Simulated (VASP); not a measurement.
Cu, 2 atoms in the cell. Symmetry: Cmcm, No. 63, orthorhombic system. Conventional cell: a = 2.437 Å, b = 7.953 Å, c = 2.475 Å, α = 90.00°, β = 90.00°, γ = 90.00°. Within 3.2 Å of Cu (site symmetry m2m) lie 10 Cu at 2.44 to 2.54 Å. 

| Quantity | Value |
| --- | --- |
| Program | VASP 6.6.1 |
| Task | single point |
| Functional | PBE |
| Potentials or basis | VASP PAW PBE potentials, release 64 (Cu) |
| Cutoff | 520 eV |
| k mesh | 11 × 11 × 11 |
| Occupations | fermi-dirac, width 0.05 eV |
| Spin | no spin polarisation |
| Hubbard terms | Cu d U = 2.0 eV |
| Dipole correction | no |
| k mesh for the DOS | 17 × 17 × 17 |
| Occupations for the DOS | tetrahedron |
| Further INCAR settings | ALGO = Fast; EDIFF = 1e-06 |

Potentials or basis: VASP PAW PBE potentials, release 64 (Cu).

The run is started by

```bash
$ cat potpaw_PBE.64/Cu/POTCAR > POTCAR
$ cp INCAR.step1 INCAR
$ cp KPOINTS.step1 KPOINTS
$ mpirun -np 1 vasp_std > vasp.out
$ cp INCAR.step2 INCAR
$ cp KPOINTS.step2 KPOINTS
$ mpirun -np 1 vasp_std > vasp.out
```

Hardware: 1 thread of Intel(R) Xeon(R) 6975P-C (Granite Rapids), with other jobs on the host.

Task: Estimate the wall time of this run.

Result: It took 94 s on 1 thread of Intel(R) Xeon(R) 6975P-C (Granite Rapids), on a shared host, peak memory 0.34 GiB. Counts: k points 729.
